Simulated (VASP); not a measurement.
Ti, 1 atom in the cell. The structure is cubic, space group Fm-3m (No. 225). The conventional cell has a = 4.060 Å, b = 4.060 Å, c = 4.060 Å, α = 90.00°, β = 90.00°, γ = 90.00°. Within 3.8 Å of Ti (site symmetry m-3m) lie 12 Ti at 2.87 Å. 

* Program: VASP 6.6.1
* Task: single point
* Functional: RPBE
* Potentials or basis: VASP PAW PBE potentials, release 64 (Ti_sv)
* Cutoff: 520 eV
* k mesh: 6 × 6 × 6
* Occupations: gaussian, width 0.272114 eV
* Spin: no spin polarisation
* Dipole correction: no
* Further INCAR settings: ALGO = Normal; EDIFF = 1e-07; NBANDS = 12

Potentials or basis: VASP PAW PBE potentials, release 64 (Ti_sv).

The run is started by

```console
$ cat potpaw_PBE.64/Ti_sv/POTCAR > POTCAR
$ mpirun -np 1 vasp_std > vasp.out
```

Hardware: 1 thread of Intel Xeon 6975P-C, on a shared host.

**Question.** How long does it take, and how much memory?

**Answer.** Wall time 8.3 s on 1 thread of Intel Xeon 6975P-C (shared host), peak memory 0.14 GiB. Counts: scf iterations 14, k points 16.
